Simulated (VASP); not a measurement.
# Pb8ClF15 (a cell with a defect) in VASP: single point with PBE

Aim: the single point of Pb8ClF15 (a cell with a defect) with PBE.

Program: VASP 6.6.1. These are calculated values, not measurements. Logs are shortened: lines on timing, memory, paths and dates and some standing lists are left out, and cuts for length are marked.

### 1 The cell of the first run

The cell holds a defect, 24 atoms: a = 8.590 Å, b = 9.990 Å, c = 7.491 Å, α = 56.72°, β = 76.47°, γ = 46.81°.

### 2 Single point, PBE

The input, INCAR:

```
SYSTEM = Pb8ClF15
  PREC = Accurate
  ENCUT = 520
  EDIFF = 1E-7
  ISMEAR = -1
  SIGMA = 0.01
  LREAL = Auto
  LASPH = .TRUE.
  NELM = 100
  ALGO = Normal
  ISIF = 2
  LWAVE = .FALSE.
  LCHARG = .FALSE.
  GGA = PE
  NBANDS = 130
```

The input, KPOINTS:

```
regular mesh
0
G
  3 3 3
  0 0 0
```

The input, POSCAR:

```
Pb8ClF15
1.0
    0.0000000000      3.8796427700      7.6637946300
    6.4081039300      0.0000000000      7.6637946300
    6.4081039300      3.8796427700      0.0000000000
Pb F Cl
8 15 1
Direct
    0.4432683993      0.4481303076      0.8082041408
    0.9417958592      0.9496028477      0.3067316007
    0.0336594562      0.0387580153      0.7163405438
    0.5655022553      0.5502050306      0.1844977447
    0.0506605254      0.5742121457      0.1768202927
    0.5731797073      0.0516929638      0.6993394746
    0.4683715099      0.9246828761      0.2816284901
    0.9592472953      0.4432538800      0.7907527047
    0.9473827507      0.1945201348      0.2890607154
    0.4609392846      0.6809636008      0.8026172493
    0.5267721920      0.3115780786      0.2232278080
    0.0186007049      0.7991204764      0.7313992951
    0.8097406188      0.5406045972      0.4302588656
    0.3197411344      0.0306040815      0.9402593812
    0.7041347988      0.9797007408      0.0458652012
    0.1937313135      0.4693369740      0.5562686865
    0.7744230256      0.6628207252      0.9755769744
    0.2300875519      0.3386337756      0.0130818599
    0.7369181401      0.8318031874      0.5199124481
    0.3290854324      0.7401393718      0.4209145676
    0.8366055769      0.2309461002      0.9133944231
    0.1704107479      0.7657759916      0.1061323607
    0.6438676393      0.2923191001      0.5795892521
    0.2618740802      0.1505949971      0.4881259198
```

Potentials or basis: VASP PAW PBE potentials, release 64 (Pb_d, F, Cl).

Run with:

```bash
$ cat potpaw_PBE.64/Pb_d/POTCAR potpaw_PBE.64/F/POTCAR potpaw_PBE.64/Cl/POTCAR > POTCAR
$ mpirun -np 1 vasp_std > vasp.out
```

OUTCAR:

```text
SYSTEM = Pb8ClF15
   PREC = Accurate
   ENCUT = 520
   EDIFF = 1E-7
   ISMEAR = -1
   LREAL = Auto
   LASPH = .TRUE.
   NELM = 100
   ISIF = 2
   GGA = PE

 ion  position               nearest neighbor table
   1  0.443  0.448  0.808-  10 2.41  20 2.45  21 2.47  23 2.49  18 2.55  11 2.66  12 2.68  15 2.91
                            16 3.01   5 3.77   6 3.83   2 3.87   2 3.89   3 3.99   3 4.00   4 4.01
   2  0.942  0.950  0.307-   9 2.41  20 2.45  21 2.47  22 2.49  19 2.55  11 2.66  12 2.68  15 2.91
                            16 3.01   6 3.77   5 3.83   1 3.87   1 3.89   3 3.99   3 4.00   4 4.01
   3  0.034  0.039  0.716-  22 2.41  23 2.41  12 2.43  21 2.49   9 2.70  10 2.70  24 2.71   4 3.90
                             4 3.90   5 3.90   6 3.90   8 3.98   1 3.99   2 3.99   2 4.00   1 4.00
   4  0.566  0.550  0.184-  22 2.46  23 2.46  11 2.48   9 2.49  10 2.49  17 2.54  20 2.76   7 3.69
                             8 3.89   3 3.90   3 3.90   1 4.01   2 4.01
   5  0.051  0.574  0.177-  17 2.45  22 2.52  13 2.53  15 2.59  18 2.60  24 2.70  16 2.70  12 2.76
                            11 2.95   6 3.70   1 3.77   2 3.83   7 3.89   3 3.90   6 4.05   8 4.07
   6  0.573  0.052  0.699-  17 2.45  23 2.52  14 2.53  15 2.59  19 2.60  24 2.70  16 2.70  12 2.76
                            11 2.95   5 3.70   2 3.77   1 3.83   7 3.89   3 3.90   5 4.05   8 4.07
   7  0.468  0.925  0.282-  13 2.45  14 2.45  20 2.50  15 2.51  19 2.56  18 2.56  24 2.77   4 3.69
                             8 3.88   8 3.88   6 3.89   5 3.89
   8  0.959  0.443  0.791-  16 2.40  19 2.42  18 2.42  17 2.61  13 2.63  14 2.63  21 2.63   7 3.88
                             7 3.88   4 3.89   3 3.98   5 4.07   6 4.07
   9  0.947  0.195  0.289-   2 2.41   4 2.49   3 2.70
  10  0.461  0.681  0.803-   1 2.41   4 2.49   3 2.70
  11  0.527  0.312  0.223-   4 2.48   1 2.66   2 2.66   5 2.95   6 2.95
  12  0.019  0.799  0.731-   3 2.43   1 2.68   2 2.68   5 2.76   6 2.76
  13  0.810  0.541  0.430-   7 2.45   5 2.53   8 2.63
  14  0.320  0.031  0.940-   7 2.45   6 2.53   8 2.63
  15  0.704  0.980  0.046-   7 2.51   6 2.59   5 2.59   2 2.91   1 2.91
  16  0.194  0.469  0.556-   8 2.40   6 2.70   5 2.70   2 3.01   1 3.01
  17  0.774  0.663  0.976-   5 2.45   6 2.45   4 2.54   8 2.61
  18  0.230  0.339  0.013-   8 2.42   1 2.55   7 2.56   5 2.60
  19  0.737  0.832  0.520-   8 2.42   2 2.55   7 2.56   6 2.60
  20  0.329  0.740  0.421-   1 2.45   2 2.45   7 2.50   4 2.76
  21  0.837  0.231  0.913-   1 2.47   2 2.47   3 2.49   8 2.63
  22  0.170  0.766  0.106-   3 2.41   4 2.46   2 2.49   5 2.52
  23  0.644  0.292  0.580-   3 2.41   4 2.46   1 2.49   6 2.52
  24  0.262  0.151  0.488-   5 2.70   6 2.70   3 2.71   7 2.77

  LATTYP: Found a face centered orthorhombic cell.
 ALAT       =     7.7592855400
 B/A-ratio  =     1.6517252515
 C/A-ratio  =     1.9753866746

  Lattice vectors:

 A1 = (   6.4081039300,   0.0000000000,  -7.6637946300)
 A2 = (   0.0000000000,   3.8796427700,  -7.6637946300)
 A3 = (   6.4081039300,   3.8796427700,   0.0000000000)

Analysis of symmetry for initial positions (statically):
=====================================================================
 Subroutine PRICEL returns:
 Original cell was already a primitive cell.

 Routine SETGRP: Setting up the symmetry group for a
 face centered orthorhombic supercell.

 Subroutine GETGRP returns: Found  2 space group operations
 (whereof  1 operations were pure point group operations)
 out of a pool of  8 trial point group operations.

The static configuration has the point symmetry C_1 .
 The point group associated with its full space group is C_1h.

Analysis of symmetry for dynamics (positions and initial velocities):
=====================================================================
 Subroutine PRICEL returns:
 Original cell was already a primitive cell.

 Routine SETGRP: Setting up the symmetry group for a
 face centered orthorhombic supercell.

 Subroutine GETGRP returns: Found  2 space group operations
 (whereof  1 operations were pure point group operations)
 out of a pool of  8 trial point group operations.

The dynamic configuration has the point symmetry C_1 .
 The point group associated with its full space group is C_1h.

 Subroutine INISYM returns: Found  2 space group operations
 (whereof  1 operations are pure point group operations),
 and found     1 'primitive' translations

----------------------------------------------------------------------------------------

                                     Primitive cell

  volume of cell :     381.0616

[... 70 lines left out ...]

  Cartesian coordinates                     Fractional coordinates (reciprocal lattice)
    -0.026008733  0.042959282  0.021747277     0.333333333  0.000000000  0.000000000
     0.026008733 -0.042959282  0.021747277     0.000000000  0.333333333  0.000000000
     0.026008733  0.042959282 -0.021747277     0.000000000  0.000000000  0.333333333

  Length of vectors
     0.054725663  0.054725663  0.054725663

  Shift w.r.t. Gamma in fractional coordinates (k-lattice)
     0.000000000  0.000000000  0.000000000

 Subroutine IBZKPT returns following result:
 ===========================================

 Found     10 irreducible k-points:

 Following reciprocal coordinates:
            Coordinates               Weight
  0.000000  0.000000  0.000000      1.000000
  0.333333  0.000000  0.000000      4.000000
 -0.333333 -0.333333 -0.333333      4.000000
  0.333333  0.333333  0.000000      2.000000
 -0.333333  0.333333  0.000000      4.000000
  0.333333  0.000000  0.333333      2.000000
 -0.333333 -0.000000  0.333333      2.000000
  0.333333 -0.333333  0.333333      2.000000
  0.000000  0.333333  0.333333      2.000000
 -0.333333  0.333333  0.333333      4.000000
   k-points           NKPTS =     10   k-points in BZ     NKDIM =     10   number of bands    NBANDS=    130
   number of dos      NEDOS =    301   number of ions     NIONS =     24
   total plane-waves  NPLWV = 286720
   dimension x,y,z NGX =    64 NGY =   80 NGZ =   56
   dimension x,y,z NGXF=   128 NGYF=  160 NGZF=  112
   ions per type =               8  15   1
   NGX,Y,Z   is equivalent  to a cutoff of  12.39, 13.31, 12.43 a.u.
   NGXF,Y,Z  is equivalent  to a cutoff of  24.77, 26.63, 24.86 a.u.
 SYSTEM =  Pb8ClF15
   PREC   = accura    normal or accurate (medium, high low for compatibility)
   ISTART =      0    job   : 0-new  1-cont  2-samecut
   ICHARG =      2    charge: 1-file 2-atom 10-const
   ISPIN  =      1    spin polarized calculation?
   LNONCOLLINEAR =      F non collinear calculations
   LSORBIT =      F    spin-orbit coupling
   LASPH  =      T    aspherical Exc in radial PAW
   ENCUT  =  520.0 eV  38.22 Ry    6.18 a.u.  15.97 18.57 13.93*2*pi/ulx,y,z
   NELM   =    100;   NELMIN=  2; NELMDL= -5     # of ELM steps
   EDIFF  = 0.1E-06   stopping-criterion for ELM
   LREAL  =      T    real-space projection
   EDIFFG = 0.1E-05   stopping-criterion for IOM
   NSW    =      0    number of steps for IOM
   IBRION =     -1    ionic relax: 0-MD 1-quasi-New 2-CG
   NFREE  =      0    steps in history (QN), initial steepest desc. (CG)
   ISIF   =      2    stress and relaxation
   ISYM   =      2    0-nonsym 1-usesym 2-fastsym
   POTIM  = 0.5000    time-step for ionic-motion
   TEBEG  =    0.0;   TEEND  =   0.0 temperature during run
   PSTRESS=    0.0 pullay stress
   NELECT =     224.0000    total number of electrons
   NUPDOWN=      -1.0000    fix difference up-down
   EMIN   =  10.00;   EMAX   =-10.00  energy-range for DOS
   EFERMI =   0.00;   METHOD = LEGACY
   ISMEAR =    -1;   SIGMA  =   0.01  broadening in eV -4-tet -1-fermi 0-gaus
   EFERMI_NEDOS =   21; number of points for ismear=-14 and -15
   IALGO  =     38    algorithm
   IMIX   =      4    mixing-type and parameters
     AMIX     =   0.40;   BMIX     =  1.00
     AMIX_MAG =   1.60;   BMIX_MAG =  1.00
  volume/ion in A,a.u.               =      15.88       107.15
  Fermi-wavevector in a.u.,A,eV,Ry     =   1.371384  2.591540 25.588402  1.880694
  Thomas-Fermi vector in A             =   2.497086
   LORBIT       =      0    0 simple, 1 ext, 2 COOP (PROOUT), +10 PAW based schemes
   GGA     = PE    functional components
   LHFCALC =     F    Hartree Fock is set to
   AEXX    =    0.0000 exact exchange contribution
   IVDW    =     0    specifies the selected vdW correction
   LEPSILON=     F    determine dielectric tensor
   LRPA    =     F    only Hartree local field effects (RPA)
 non-spin polarized calculation
  energy-cutoff  :      520.00
  volume of cell :      381.06
 maximum number of plane-waves:     10284
   NGX = 31   NGY = 37   NGZ = 27

 number of electron     223.9999999 magnetization

 Free energy of the ion-electron system (eV)
  ---------------------------------------------------
  ext. energy  EPLUGINS =         0.00000000
  ---------------------------------------------------
  free energy    TOTEN  =      -110.84035482 eV

  energy without entropy =     -110.84035482  energy(sigma->0) =     -110.84035482

 E-fermi :   3.5490     XC(G=0): -10.1589

 val. band max:        3.2541410031   @ k =   0.3333   0.0000   0.3333
 cond. band min:       7.4325754876   @ k =   0.0000   0.0000   0.0000
 fundamental gap:      4.1784344846
 Fermi energy:         3.5489743344

 k-point     1 :       0.0000    0.0000    0.0000
  band No.  band energies     occupation
      1     -18.5151      2.00000
      2     -18.3984      2.00000
      3     -18.2362      2.00000
      4     -18.1438      2.00000
      5     -18.0767      2.00000
      6     -17.9774      2.00000
[... 1259 lines left out ...]
    123       9.8361      0.00000
    124       9.8897      0.00000
 [bands above 124 left out]

------------------------ aborting loop because EDIFF is reached ----------------------------------------

  FORCE on cell =-STRESS in cart. coord.  units (eV):
  Direction    XX          YY          ZZ          XY          YZ          ZX
  --------------------------------------------------------------------------------------
  -------------------------------------------------------------------------------------
  Total       15.1489880     15.5371051     16.7612369      0.0000000      0.0000000      0.1800432
  in kB       63.6940795     65.3259218     70.4727968      0.0000000      0.0000000      0.7569934
  external PRESSURE =      66.4975994 kB  Pullay stress =       0.0000000 kB

 VOLUME and BASIS-vectors are now :
 -----------------------------------------------------------------------------
  energy-cutoff  :      520.00
  volume of cell :      381.06
      direct lattice vectors                 reciprocal lattice vectors
     0.000000000  3.879642770  7.663794630    -0.078026200  0.128877845  0.065241832
     6.408103930  0.000000000  7.663794630     0.078026200 -0.128877845  0.065241832
     6.408103930  3.879642770  0.000000000     0.078026200  0.128877845 -0.065241832

 POSITION                                       TOTAL-FORCE (eV/Angst)
 -----------------------------------------------------------------------------------
      8.05072      4.85527      6.83150        -0.000602     -0.001635     -0.019782
      8.05072      4.84384     14.49529        -0.000602      0.001635     -0.019782
      4.83875      2.90973      0.55499         0.011154     -0.000000      0.009985
      4.70805      2.90973      8.55055         0.008490     -0.000000     -0.016630
      4.81269      0.88254      4.78890        -0.011950      0.004591      0.017558
      4.81269      4.93692      4.78890        -0.011950     -0.004591      0.017558
[... 16 lines left out ...]
      5.58728      4.74658      7.17474        -0.001453      0.001168      0.001395
      4.09299      2.90973      3.16108        -0.001419     -0.000000     -0.008854
 -----------------------------------------------------------------------------------
    total drift:                                0.006224      0.000197      0.005994

  FREE ENERGIE OF THE ION-ELECTRON SYSTEM (eV)
  ---------------------------------------------------
  free  energy   TOTEN  =      -110.8403548172 eV

  energy  without entropy=     -110.8403548172  energy(sigma->0) =     -110.84035482
```

Run time: 12 min. Hardware: 1 thread of Intel Xeon 6975P-C (Granite Rapids), shared host; peak memory 0.77 GiB.

What came out:

- Free energy: -110.8404 eV
- Pressure: 6.6 GPa
- Largest force: 0.028 eV/Å
- Band gap on the k mesh: 4.18 eV

Forces on the atoms (eV/Å):
```
Pb  -0.001 -0.002 -0.020
Pb  -0.001  0.002 -0.020
Pb   0.011  0.000  0.010
Pb   0.008  0.000 -0.017
Pb  -0.012  0.005  0.018
Pb  -0.012 -0.005  0.018
Pb   0.008  0.000  0.005
Pb   0.021  0.000 -0.019
F    0.013 -0.005  0.008
F    0.013  0.005  0.008
F    0.002  0.000  0.006
F    0.005  0.000 -0.016
F    0.005  0.004 -0.014
F    0.005 -0.004 -0.014
F   -0.008  0.000  0.003
F   -0.014  0.000  0.008
F   -0.019  0.000 -0.001
F   -0.009  0.006  0.005
F   -0.009 -0.006  0.005
F   -0.001  0.000  0.017
F   -0.001  0.000  0.017
F   -0.001 -0.001  0.001
F   -0.001  0.001  0.001
Cl  -0.001  0.000 -0.009
```

Caveat: spin-orbit coupling is left out, which moves the levels of the heavy elements.
